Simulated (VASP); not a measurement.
# CdS (Imm2) in VASP: notebook

The runs below take CdS through single point, with PBE.

All numbers are computed with VASP 6.6.1; they aren't measurements. Logs are shortened: lines on timing, memory, paths and dates and some standing lists are left out, and cuts for length are marked.

## Step 1: The cell of the first run

It takes space group Imm2 (No. 44, orthorhombic). The conventional cell has a = 3.992 Å, b = 4.239 Å, c = 5.820 Å, α = 90.00°, β = 90.00°, γ = 90.00°. Cd (site symmetry mm2) has 4 S at 2.47 to 2.57 Å within 3.3 Å. S (site symmetry mm2) has 4 Cd at 2.47 to 2.57 Å within 3.3 Å.

## Step 2: Single point, PBE (strain -0.0600 x Voigt [0, 0, 0, 0, 1, 0])

Contents of INCAR:

```
SYSTEM = CdS
  ALGO = Normal
  EDIFF = 1E-6
  ENCUT = 520
  GGA = PE
  ISIF = 2
  ISMEAR = 0
  LASPH = .TRUE.
  LCHARG = .TRUE.
  LELF = .TRUE.
  LREAL = .FALSE.
  LVHAR = .TRUE.
  LWAVE = .FALSE.
  NBANDS = 16
  NELM = 80
  PREC = Accurate
  SIGMA = 0.05
```

Contents of KPOINTS:

```
k-points
0
G
  8 8 8
  0 0 0
```

Contents of POSCAR:

```
CdS
1.0
   -0.0873000000      2.9100000000      2.9100000000
    2.8227000000      0.0000000000      2.8227000000
    2.9100000000      2.9100000000     -0.0873000000
Cd S
1 1
Direct
    0.0000000000      0.0000000000      0.0000000000
    0.7500000000      0.7500000000      0.7500000000
```

Potentials or basis: VASP PAW PBE potentials, release 64 (Cd, S).

Command:

```sh
$ cat potpaw_PBE.64/Cd/POTCAR potpaw_PBE.64/S/POTCAR > POTCAR
$ mpirun -np 1 vasp_std > vasp.out
```

OUTCAR:

```text
SYSTEM = CdS
   EDIFF = 1E-6
   ENCUT = 520
   GGA = PE
   ISIF = 2
   ISMEAR = 0
   LASPH = .TRUE.
   LREAL = .FALSE.
   NELM = 80
   PREC = Accurate

 ion  position               nearest neighbor table
   1  0.000  0.000  0.000-   2 2.47   2 2.47   2 2.57   2 2.57
   2  0.750  0.750  0.750-   1 2.47   1 2.47   1 2.57   1 2.57

  LATTYP: Found a body centered orthorhombic cell.
 ALAT       =     3.9919006225
 B/A-ratio  =     1.0618556701
 C/A-ratio  =     1.4579521262

  Lattice vectors:

 A1 = (   2.9100000000,  -2.9100000000,  -0.0873000000)
 A2 = (  -2.9100000000,  -2.9100000000,   0.0873000000)
 A3 = (   0.0873000000,   2.9100000000,  -2.9100000000)

Analysis of symmetry for initial positions (statically):
=====================================================================
 Subroutine PRICEL returns:
 Original cell was already a primitive cell.

 Routine SETGRP: Setting up the symmetry group for a
 body centered orthorhombic supercell.

 Subroutine GETGRP returns: Found  4 space group operations
 (whereof  4 operations were pure point group operations)
 out of a pool of  8 trial point group operations.

The static configuration has the point symmetry C_2v.

Analysis of symmetry for dynamics (positions and initial velocities):
=====================================================================
 Subroutine PRICEL returns:
 Original cell was already a primitive cell.

 Routine SETGRP: Setting up the symmetry group for a
 body centered orthorhombic supercell.

 Subroutine GETGRP returns: Found  4 space group operations
 (whereof  4 operations were pure point group operations)
 out of a pool of  8 trial point group operations.

The dynamic configuration has the point symmetry C_2v.

 Subroutine INISYM returns: Found  4 space group operations
 (whereof  4 operations are pure point group operations),
 and found     1 'primitive' translations

----------------------------------------------------------------------------------------

                                     Primitive cell

  volume of cell :      49.2400

  direct lattice vectors                    reciprocal lattice vectors
    -0.087300000  2.910000000  2.910000000    -0.166816802  0.171821306  0.166816802
     2.822700000  0.000000000  2.822700000     0.177135367 -0.171821306  0.177135367
     2.910000000  2.910000000 -0.087300000     0.166816802  0.171821306 -0.166816802

  length of vectors
[... 76 lines left out ...]
   ISPIN  =      1    spin polarized calculation?
   LNONCOLLINEAR =      F non collinear calculations
   LSORBIT =      F    spin-orbit coupling
   LASPH  =      T    aspherical Exc in radial PAW
   ENCUT  =  520.0 eV  38.22 Ry    6.18 a.u.   7.65  7.42  7.65*2*pi/ulx,y,z
   NELM   =     80;   NELMIN=  2; NELMDL= -5     # of ELM steps
   EDIFF  = 0.1E-05   stopping-criterion for ELM
   LREAL  =      F    real-space projection
   EDIFFG = 0.1E-04   stopping-criterion for IOM
   NSW    =      0    number of steps for IOM
   IBRION =     -1    ionic relax: 0-MD 1-quasi-New 2-CG
   NFREE  =      0    steps in history (QN), initial steepest desc. (CG)
   ISIF   =      2    stress and relaxation
   ISYM   =      2    0-nonsym 1-usesym 2-fastsym
   POTIM  = 0.5000    time-step for ionic-motion
   TEBEG  =    0.0;   TEEND  =   0.0 temperature during run
   PSTRESS=    0.0 pullay stress
   NELECT =      18.0000    total number of electrons
   NUPDOWN=      -1.0000    fix difference up-down
   EMIN   =  10.00;   EMAX   =-10.00  energy-range for DOS
   EFERMI =   0.00;   METHOD = LEGACY
   ISMEAR =     0;   SIGMA  =   0.05  broadening in eV -4-tet -1-fermi 0-gaus
   EFERMI_NEDOS =   21; number of points for ismear=-14 and -15
   IALGO  =     38    algorithm
   IMIX   =      4    mixing-type and parameters
     AMIX     =   0.40;   BMIX     =  1.00
     AMIX_MAG =   1.60;   BMIX_MAG =  1.00
  volume/ion in A,a.u.               =      24.62       166.14
  Fermi-wavevector in a.u.,A,eV,Ry     =   1.170558  2.212034 18.642792  1.370207
  Thomas-Fermi vector in A             =   2.307015
   LORBIT       =      0    0 simple, 1 ext, 2 COOP (PROOUT), +10 PAW based schemes
   GGA     = PE    functional components
   LHFCALC =     F    Hartree Fock is set to
   AEXX    =    0.0000 exact exchange contribution
   IVDW    =     0    specifies the selected vdW correction
   LEPSILON=     F    determine dielectric tensor
   LRPA    =     F    only Hartree local field effects (RPA)
 non-spin polarized calculation
 Gauss-broadening in eV      SIGMA  =   0.05
  energy-cutoff  :      520.00
  volume of cell :       49.24
 maximum number of plane-waves:      1340
   NGX = 15   NGY = 15   NGZ = 15

 number of electron      18.0000000 magnetization

 Free energy of the ion-electron system (eV)
  ---------------------------------------------------
  ext. energy  EPLUGINS =         0.00000000
  ---------------------------------------------------
  free energy    TOTEN  =        -6.08117265 eV

  energy without entropy =       -6.08117265  energy(sigma->0) =       -6.08117265

 E-fermi :   1.7093     XC(G=0):  -9.1845

 val. band max:        1.4830089805   @ k =   0.0000   0.0000   0.0000
 cond. band min:       2.5379775094   @ k =   0.0000   0.0000   0.0000
 fundamental gap:      1.0549685288
 Fermi energy:         1.7093478254

 k-point     1 :       0.0000    0.0000    0.0000
  band No.  band energies     occupation
      1     -11.0457      2.00000
      2      -6.4188      2.00000
      3      -6.3852      2.00000
      4      -6.3499      2.00000
      5      -5.8926      2.00000
      6      -5.8899      2.00000
[... 433 lines left out ...]
      3      -6.1515      2.00000
      4      -6.0816      2.00000
      5      -5.8329      2.00000
      6      -5.7765      2.00000
[... 8 lines left out ...]
     15      13.6359      0.00000
     16      15.4757      0.00000

 [... further k-points ...]
[... 5 lines left out ...]
  --------------------------------------------------------------------------------------
  -------------------------------------------------------------------------------------
  Total        1.2387037      1.2285640      1.2387037      0.0000000      0.0000000      1.0647401
  in kB       40.3051090     39.9751821     40.3051090      0.0000000      0.0000000     34.6446584
  external PRESSURE =      40.1951333 kB  Pullay stress =       0.0000000 kB

 VOLUME and BASIS-vectors are now :
 -----------------------------------------------------------------------------
  energy-cutoff  :      520.00
  volume of cell :       49.24
      direct lattice vectors                 reciprocal lattice vectors
    -0.087300000  2.910000000  2.910000000    -0.166816802  0.171821306  0.166816802
     2.822700000  0.000000000  2.822700000     0.177135367 -0.171821306  0.177135367
     2.910000000  2.910000000 -0.087300000     0.166816802  0.171821306 -0.166816802

 POSITION                                       TOTAL-FORCE (eV/Angst)
 -----------------------------------------------------------------------------------
      0.00000      0.00000      0.00000        -0.000000      0.455844     -0.000000
      4.23405      4.36500      4.23405         0.000000     -0.455844      0.000000
 -----------------------------------------------------------------------------------
    total drift:                                0.000002     -0.000133      0.000002

  FREE ENERGIE OF THE ION-ELECTRON SYSTEM (eV)
  ---------------------------------------------------
  free  energy   TOTEN  =        -6.0811726489 eV

  energy  without entropy=       -6.0811726489  energy(sigma->0) =       -6.08117265
```

It took 60 s on 1 thread of Intel Xeon Platinum 8488C (Sapphire Rapids), shared host; peak memory 0.22 GiB.

Results:

```
Free energy            : -6.0812 eV
Pressure               : 4.0 GPa
Largest force          : 0.456 eV/Å
Band gap on the k mesh : 1.05 eV, direct
```

Forces in eV/Å, atoms in the order of the input:
```
Cd   0.000  0.456  0.000
S    0.000 -0.456  0.000
```

Levels at points of the mesh, in eV from the valence-band top:
```
           k point  band 6  band 7  band 8  band 9  band 10  band 11  band 12  band 13
(0.00, 0.00, 0.00)   -7.37   -0.19   -0.13    0.00     1.05     6.06     6.48     6.85
(0.50, 0.00, 0.00)   -7.02   -4.54   -0.79   -0.73     3.04     6.84     7.24     7.27
(0.00, 0.50, 0.00)   -6.96   -4.56   -0.97   -0.95     2.80     6.62     6.94     7.56
(0.50, 0.50, 0.00)   -6.92   -4.09   -2.01   -2.00     3.44     4.26     9.04    10.67
(0.50, 0.00, 0.50)   -6.92   -4.09   -2.24   -1.75     3.31     4.41     9.16    10.55
```

Caveat: the cell differs from its parent crystal (strain -0.0600 x Voigt [0, 0, 0, 0, 1, 0]).

## Step 3: Single point, PBE (strain +0.0450 x Voigt [0, 0, 0, 0, 1, 0])

Contents of INCAR:

```
PREC     = Accurate       # precision mode
ENCUT    = 520            # plane-wave cutoff, eV
EDIFF    = 1E-7           # SCF threshold, eV
ISMEAR   = 0              # smearing method
SIGMA    = 0.05           # smearing width, eV
LREAL    = F              # projectors in reciprocal space
LASPH    = T              # aspherical terms in the spheres
NELM     = 100            # most SCF steps
ALGO     = Normal         # electronic algorithm
ISIF     = 2              # what is computed and relaxed
LWAVE    = F              # write WAVECAR
LCHARG   = F              # write CHGCAR
GGA      = PE             # functional
NBANDS   = 16             # bands
```

Contents of KPOINTS:

```
regular mesh
0
Gamma
  8 8 8
```

Contents of POSCAR:

```
CdS
1.0
    0.0654750000      2.9100000000      2.9100000000
    2.9754750000      0.0000000000      2.9754750000
    2.9100000000      2.9100000000      0.0654750000
Cd S
1 1
Direct
    0.0000000000      0.0000000000      0.0000000000
    0.7500000000      0.7500000000      0.7500000000
```

Potentials or basis: VASP PAW PBE potentials, release 64 (Cd, S).

Command:

```sh
$ cat potpaw_PBE.64/Cd/POTCAR potpaw_PBE.64/S/POTCAR > POTCAR
$ mpirun -np 1 vasp_std > vasp.out
```

It took 59 s on 1 thread of Intel Xeon Platinum 8488C (Sapphire Rapids), shared host; peak memory 0.22 GiB.

The run converged. Its results:

```yaml
Free_energy: -6.0956 eV
Pressure: 3.9 GPa
Largest_force: 0.340 eV/Å
Band_gap_on_the_k_mesh: 1.09 eV, direct
```

Forces in eV/Å, atoms in the order of the input:
```
Cd   0.000 -0.340  0.000
S    0.000  0.340  0.000
```

Stress tensor (GPa, compression positive):
```
 3.87  0.00 -2.59
 0.00  3.85  0.00
-2.59  0.00  3.87
```

Levels at points of the mesh, in eV from the valence-band top:
```csv
k point,band 6,band 7,band 8,band 9,band 10,band 11,band 12,band 13
"(0.00, 0.00, 0.00)",-7.34,-0.14,-0.09,0.00,1.09,6.18,6.49,6.78
"(0.50, 0.00, 0.00)",-6.93,-4.53,-0.92,-0.90,2.86,6.72,6.96,7.55
"(0.00, 0.50, 0.00)",-6.98,-4.51,-0.78,-0.74,3.04,6.89,7.18,7.32
"(0.50, 0.50, 0.00)",-6.89,-4.06,-1.98,-1.97,3.47,4.28,9.12,10.72
"(0.50, 0.00, 0.50)",-6.89,-4.06,-2.15,-1.79,3.39,4.38,9.19,10.62
```

Caveat: the cell differs from its parent crystal (strain +0.0450 x Voigt [0, 0, 0, 0, 1, 0]).

## Step 4: Single point, PBE (strain -0.0300 x Voigt [0, 0, 0, 0, 1, 0])

Contents of INCAR:

```
SYSTEM = CdS
ALGO = Normal
EDIFF = 1E-6
ENCUT = 520
GGA = PE
ISIF = 2
ISMEAR = 0
LASPH = .TRUE.
LCHARG = .TRUE.
LELF = .TRUE.
LREAL = .FALSE.
LVHAR = .TRUE.
LWAVE = .FALSE.
NBANDS = 16
NELM = 80
PREC = Accurate
SIGMA = 0.05
```

Contents of KPOINTS:

```
k-points
0
G
  8 8 8
  0 0 0
```

Contents of POSCAR:

```
CdS
1.0
   -0.0436500000      2.9100000000      2.9100000000
    2.8663500000      0.0000000000      2.8663500000
    2.9100000000      2.9100000000     -0.0436500000
Cd S
1 1
Direct
    0.0000000000      0.0000000000      0.0000000000
    0.7500000000      0.7500000000      0.7500000000
```

Potentials or basis: VASP PAW PBE potentials, release 64 (Cd, S).

Command:

```sh
$ cat potpaw_PBE.64/Cd/POTCAR potpaw_PBE.64/S/POTCAR > POTCAR
$ mpirun -np 1 vasp_std > vasp.out
```

OUTCAR:

```text
SYSTEM = CdS
   EDIFF = 1E-6
   ENCUT = 520
   GGA = PE
   ISIF = 2
   ISMEAR = 0
   LASPH = .TRUE.
   LREAL = .FALSE.
   NELM = 80
   PREC = Accurate

 ion  position               nearest neighbor table
   1  0.000  0.000  0.000-   2 2.49   2 2.49   2 2.55   2 2.55
   2  0.750  0.750  0.750-   1 2.49   1 2.49   1 2.55   1 2.55

  LATTYP: Found a body centered orthorhombic cell.
 ALAT       =     4.0536310445
 B/A-ratio  =     1.0304568528
 C/A-ratio  =     1.4357498095

  Lattice vectors:

 A1 = (   2.9100000000,  -2.9100000000,  -0.0436500000)
 A2 = (  -2.9100000000,  -2.9100000000,   0.0436500000)
 A3 = (   0.0436500000,   2.9100000000,  -2.9100000000)

Analysis of symmetry for initial positions (statically):
=====================================================================
 Subroutine PRICEL returns:
 Original cell was already a primitive cell.

 Routine SETGRP: Setting up the symmetry group for a
 body centered orthorhombic supercell.

 Subroutine GETGRP returns: Found  4 space group operations
 (whereof  4 operations were pure point group operations)
 out of a pool of  8 trial point group operations.

The static configuration has the point symmetry C_2v.

Analysis of symmetry for dynamics (positions and initial velocities):
=====================================================================
 Subroutine PRICEL returns:
 Original cell was already a primitive cell.

 Routine SETGRP: Setting up the symmetry group for a
 body centered orthorhombic supercell.

 Subroutine GETGRP returns: Found  4 space group operations
 (whereof  4 operations were pure point group operations)
 out of a pool of  8 trial point group operations.

The dynamic configuration has the point symmetry C_2v.

 Subroutine INISYM returns: Found  4 space group operations
 (whereof  4 operations are pure point group operations),
 and found     1 'primitive' translations

[... 105 lines left out ...]
   NELECT =      18.0000    total number of electrons
   NUPDOWN=      -1.0000    fix difference up-down
   EMIN   =  10.00;   EMAX   =-10.00  energy-range for DOS
   EFERMI =   0.00;   METHOD = LEGACY
   ISMEAR =     0;   SIGMA  =   0.05  broadening in eV -4-tet -1-fermi 0-gaus
   EFERMI_NEDOS =   21; number of points for ismear=-14 and -15
   IALGO  =     38    algorithm
   IMIX   =      4    mixing-type and parameters
     AMIX     =   0.40;   BMIX     =  1.00
     AMIX_MAG =   1.60;   BMIX_MAG =  1.00
  volume/ion in A,a.u.               =      24.64       166.26
  Fermi-wavevector in a.u.,A,eV,Ry     =   1.170295  2.211536 18.634400  1.369590
  Thomas-Fermi vector in A             =   2.306755
   LORBIT       =      0    0 simple, 1 ext, 2 COOP (PROOUT), +10 PAW based schemes
   GGA     = PE    functional components
   LHFCALC =     F    Hartree Fock is set to
   AEXX    =    0.0000 exact exchange contribution
   IVDW    =     0    specifies the selected vdW correction
   LEPSILON=     F    determine dielectric tensor
   LRPA    =     F    only Hartree local field effects (RPA)
 non-spin polarized calculation
 Gauss-broadening in eV      SIGMA  =   0.05
  energy-cutoff  :      520.00
  volume of cell :       49.27
 maximum number of plane-waves:      1341
   NGX = 15   NGY = 15   NGZ = 15

 number of electron      18.0000004 magnetization

 Free energy of the ion-electron system (eV)
  ---------------------------------------------------
  ext. energy  EPLUGINS =         0.00000000
  ---------------------------------------------------
  free energy    TOTEN  =        -6.10591375 eV

  energy without entropy =       -6.10591375  energy(sigma->0) =       -6.10591375

 E-fermi :   1.6322     XC(G=0):  -9.1820

 val. band max:        1.4229619373   @ k =   0.0000   0.0000   0.0000
 cond. band min:       2.5369544726   @ k =   0.0000   0.0000   0.0000
 fundamental gap:      1.1139925354
 Fermi energy:         1.6321992539

 k-point     1 :       0.0000    0.0000    0.0000
  band No.  band energies     occupation
      1     -11.0407      2.00000
      2      -6.3989      2.00000
      3      -6.3818      2.00000
      4      -6.3644      2.00000
      5      -5.8918      2.00000
      6      -5.8911      2.00000
[... 433 lines left out ...]
      3      -6.1558      2.00000
      4      -6.0783      2.00000
      5      -5.8322      2.00000
      6      -5.7779      2.00000
[... 8 lines left out ...]
     15      13.6237      0.00000
     16      15.5986      0.00000

 [... further k-points ...]
[... 5 lines left out ...]
  --------------------------------------------------------------------------------------
  -------------------------------------------------------------------------------------
  Total        1.1556161      1.1531211      1.1556161      0.0000000      0.0000000      0.5305855
  in kB       37.5762074     37.4950794     37.5762074      0.0000000      0.0000000     17.2526059
  external PRESSURE =      37.5491648 kB  Pullay stress =       0.0000000 kB

 VOLUME and BASIS-vectors are now :
 -----------------------------------------------------------------------------
  energy-cutoff  :      520.00
  volume of cell :       49.27
      direct lattice vectors                 reciprocal lattice vectors
    -0.043650000  2.910000000  2.910000000    -0.169282075  0.171821306  0.169282075
     2.866350000  0.000000000  2.866350000     0.174437874 -0.171821306  0.174437874
     2.910000000  2.910000000 -0.043650000     0.169282075  0.171821306 -0.169282075

 POSITION                                       TOTAL-FORCE (eV/Angst)
 -----------------------------------------------------------------------------------
      0.00000      0.00000      0.00000        -0.000000      0.225552     -0.000000
      4.29953      4.36500      4.29953         0.000000     -0.225552      0.000000
 -----------------------------------------------------------------------------------
    total drift:                                0.000001     -0.000223      0.000001

  FREE ENERGIE OF THE ION-ELECTRON SYSTEM (eV)
  ---------------------------------------------------
  free  energy   TOTEN  =        -6.1059137496 eV

  energy  without entropy=       -6.1059137496  energy(sigma->0) =       -6.10591375
```

Run time: 52 s. Hardware: 1 thread of Intel Xeon Platinum 8488C (Sapphire Rapids), shared host; peak memory 0.22 GiB.

What came out:

| Property | Result |
| --- | --- |
| Free energy | -6.1059 eV |
| Pressure | 3.8 GPa |
| Largest force | 0.226 eV/Å |
| Band gap on the k mesh | 1.11 eV, direct |

Forces in eV/Å, atoms in the order of the input:
```
Cd   0.000  0.226  0.000
S    0.000 -0.226  0.000
```

Levels at points of the mesh, in eV from the valence-band top:
```tsv
k point	band 6	band 7	band 8	band 9	band 10	band 11	band 12	band 13
(0.00, 0.00, 0.00)	-7.31	-0.09	-0.06	0.00	1.11	6.30	6.50	6.70
(0.50, 0.00, 0.00)	-6.94	-4.49	-0.77	-0.74	3.04	6.94	7.12	7.38
(0.00, 0.50, 0.00)	-6.91	-4.50	-0.87	-0.85	2.92	6.82	6.98	7.53
(0.50, 0.50, 0.00)	-6.86	-4.03	-1.95	-1.95	3.49	4.31	9.18	10.76
(0.50, 0.00, 0.50)	-6.86	-4.03	-2.07	-1.83	3.46	4.35	9.21	10.69
```

Caveat: the cell differs from its parent crystal (strain -0.0300 x Voigt [0, 0, 0, 0, 1, 0]).

[end of part 1 of 2]
